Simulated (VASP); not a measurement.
Runs of VASP 6.6.1 on AsO. The structure is that of space group Pm-3m (No. 221), or close to it. The cells are those of the table. The cell was generated, and may not be a known phase.

| task | cell | k mesh | cutoff (eV) | gap on the mesh (eV) | pressure (GPa) | relaxed volume (Å³/atom) |
| --- | --- | --- | --- | --- | --- | --- |
| relaxation of cell and atoms | relaxed from a = 2.904 Å, 2 atoms | 20 × 20 × 20 | 600 | none | 0.0 | (a) |
| single point | a = 2.904 Å, 2 atoms | 6 × 6 × 6 | 520 | none | -0.2 | - |
| single point | a = 2.901 Å, 2 atoms | 20 × 20 × 20 | 520 | none | -0.2 | - |
| relaxation of cell and atoms | relaxed from a = 3.381 Å, 2 atoms | 6 × 6 × 6 | 600 | none | -0.3 | 12.26 |
| single point | a = 3.381 Å, 2 atoms | 6 × 6 × 6 | 520 | none | -22.3 | - |

Alike in all rows: level PBE; potentials or basis VASP PAW PBE potentials, release 64 (As, O); no spin polarisation; smearing gaussian 0.1 eV.

Task: Estimate the missing entries.

Result: (a) 12.18.

Caveats: some runs use coarse meshes; an odd number of electrons without spin polarisation forces a metal; a magnetic or distorted state may lie lower; the volume moved by over 15 % at a fixed basis, so the end points are rough (at least some runs); the cell stands under tension (at least some runs).

A k mesh can miss the band edges, and the runs leave out spin-orbit coupling on As.

A gap of «none» marks levels without a gap at the run's occupations.
